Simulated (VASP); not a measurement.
Here is a VASP 6.6.1 calculation.

File INCAR:

```
SYSTEM = SnO2
PREC     = Accurate       ! precision mode
ENCUT    = 520            ! plane-wave cutoff, eV
EDIFF    = 1E-6           ! SCF threshold, eV
ISMEAR   = 0              ! smearing method
SIGMA    = 0.05           ! smearing width, eV
LREAL    = .False.        ! projectors in reciprocal space
LASPH    = .True.         ! aspherical terms in the spheres
NELM     = 80             ! most SCF steps
ALGO     = Normal         ! electronic algorithm
ISIF     = 2              ! what is computed and relaxed
LWAVE    = .False.        ! write WAVECAR
LCHARG   = .True.         ! write CHGCAR
GGA      = PE             ! functional
LELF     = .True.         ! ELF
LVHAR    = .True.       
NBANDS   = 35             ! bands
```

KPOINTS

```
Automatic mesh
0
Gamma
  6 6 8
  0 0 0
```

Contents of POSCAR:

```
SnO2
1.0
    4.8265176357      0.0000000000      0.0000000000
    0.0000000000      4.8283676035      0.0000000000
    0.0000000000      0.0000000000      3.2381666599
Sn O
2 4
Direct
    0.5000000000      0.5000000000      0.5000000000
    0.0000000000      0.0000000000      0.0000000000
    0.3064962475      0.3066616298      0.0000000000
    0.8064962475      0.1933383702      0.5000000000
    0.1935037525      0.8066616298      0.5000000000
    0.6935037525      0.6933383702      0.0000000000
```

Potentials or basis: VASP PAW PBE potentials, release 64 (Sn_d, O).

The run is started by

```bash
$ cat potpaw_PBE.64/Sn_d/POTCAR potpaw_PBE.64/O/POTCAR > POTCAR
$ mpirun -np 1 vasp_std > vasp.out
```

Question: Estimate the largest force.

Answer: 0.017 eV/Å.

Question: Estimate the band gap on the k mesh.

Answer: 0.67 eV.

Question: What does it give for the pressure?

Answer: 0.6 GPa.

Forces in eV/Å, atoms in the order of the input:
```
Sn   0.000  0.000  0.000
Sn   0.000  0.000  0.000
O   -0.012 -0.012  0.000
O   -0.012  0.012  0.000
O    0.012 -0.012  0.000
O    0.012  0.012  0.000
```

Caveat: spin-orbit coupling is left out, which moves the levels of the heavy elements.
